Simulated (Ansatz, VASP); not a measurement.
**Two plane-wave programs on NbFe2N3**

The input INCAR:

```
PREC = Accurate
ENCUT = 700
EDIFF = 1E-6
ISMEAR = 0
SIGMA = 0.1
LREAL = False
LASPH = True
NELM = 120
ALGO = Normal
ISIF = 2
LWAVE = False
LCHARG = False
GGA = PE
NBANDS = 39
GGA_COMPAT = False
```

Contents of KPOINTS:

```
regular mesh
0
Gamma
  6 4 4
```

File POSCAR:

```
NbFe2N3
1.0
    2.8693076567      0.0000000000      0.0000000000
    0.0000000000      4.2139347317      3.3372280816
    0.0000000000     -4.2139347317      3.3372280816
Nb Fe N
1 2 3
Direct
    0.5000000000      0.2243904966      0.2243904966
    0.0000000000      0.2594936073      0.6660825375
    0.0000000000      0.6660825375      0.2594936073
    0.0000000000      0.4815193848      0.4815193848
    0.0000000000      0.3706111293      0.9968720500
    0.0000000000      0.9968720500      0.3706111293
```

Input for Ansatz:

```yaml
crystal:
  lattice:
    - [2.8693076567, 0.0, 0.0]
    - [0.0, 4.2139347317, 3.3372280816]
    - [0.0, -4.2139347317, 3.3372280816]
  atoms:
    - { symbol: Nb, position: [0.5, 0.2243904966, 0.2243904966] }
    - { symbol: Fe, position: [0.0, 0.2594936073, 0.6660825375] }
    - { symbol: Fe, position: [0.0, 0.6660825375, 0.2594936073] }
    - { symbol: "N", position: [0.0, 0.4815193848, 0.4815193848] }
    - { symbol: "N", position: [0.0, 0.3706111293, 0.99687205] }
    - { symbol: "N", position: [0.0, 0.99687205, 0.3706111293] }
basis:
  ecutwfc: 420
kpoints:
  mp_grid: { grid: [6, 4, 4] }
hamiltonian:
  xc: pbe
scf:
  occupations: { method: gaussian, width: 0.1 }
  lower_state_search: "off"
output:
  forces: true
  stress: true
  eigenvalues: true
```

Change from the starting cell: the structure that the rattled cell fell into.

Alike in both runs: task single point; functional PBE; k mesh 6 × 4 × 4; occupations gaussian, width 0.1 eV; no spin polarisation.

|  | VASP | Ansatz |
| --- | --- | --- |
| version | VASP 6.6.1 | Ansatz 0.2.0 |
| potentials or method | VASP PAW PBE potentials, release 64 (Nb_sv, Fe_sv, N), cutoff 700 eV | scalar-relativistic, plane waves, PAW |
| valence electrons in the cell | 60 | 60 |

Ansatz gave:

```
gap on the k mesh at the Fermi level (eV)                     : none
pressure (GPa)                                                : 0.6
traceless stress, the component that is largest in VASP (GPa) : -0.20
rms of the force components (eV/Å)                            : 0.069
```

What did VASP give for the same quantities?

gap on the k mesh at the Fermi level (eV): none; pressure (GPa): 0.0; traceless stress, the component that is largest in VASP (GPa): -0.24; rms of the force components (eV/Å): 0.069.

Atom by atom the forces differ by 0.006 eV/Å (rms over components). A gap of «none» marks a metal or a gap that the smearing closes. With one functional, cell and mesh, what is left measures potentials, basis and numerics.

The k mesh is coarse, so the values compare programs but aren't converged.
